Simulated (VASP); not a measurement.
Runs of VASP 6.6.1 on HfC. The structure is that of space group Fm-3m (No. 225), or close to it. The cells are those of the table. 

```tsv
cell	smearing	gap on the mesh (eV)	pressure (GPa)
a = 3.259 Å, angles 60.0°, 2 atoms	gaussian 0.05 eV	none	4.2
a = 3.281 Å, angles 60.0°, 2 atoms	gaussian 0.05 eV	none	-1.1
a = 3.237 Å, angles 60.0°, 2 atoms	gaussian 0.05 eV	none	(b)
a = 3.289 Å, angles 60.0°, 2 atoms	gaussian 0.05 eV	none	-2.8
a = 3.281 Å, angles 60.0°, 2 atoms	tetrahedron	none	(a)
```

Alike in all rows: task single point; level r2SCAN; potentials or basis VASP PAW PBE potentials, release 64 (Hf_pv, C); no spin polarisation; k mesh 12 × 12 × 12; cutoff (eV) 520.

Question: Fill in the values left out.

Answer: (a) -1.0; (b) 10.0.

Caveats: the PAW data sets were made with another functional, which shifts forces and pressure a little; spin-orbit coupling is left out, which moves the levels of the heavy elements; tetrahedron occupations give inexact forces and stress in metals (some runs).

A k mesh can miss the band edges, and the runs leave out spin-orbit coupling on Hf.

A gap of «none» marks levels without a gap at the run's occupations.
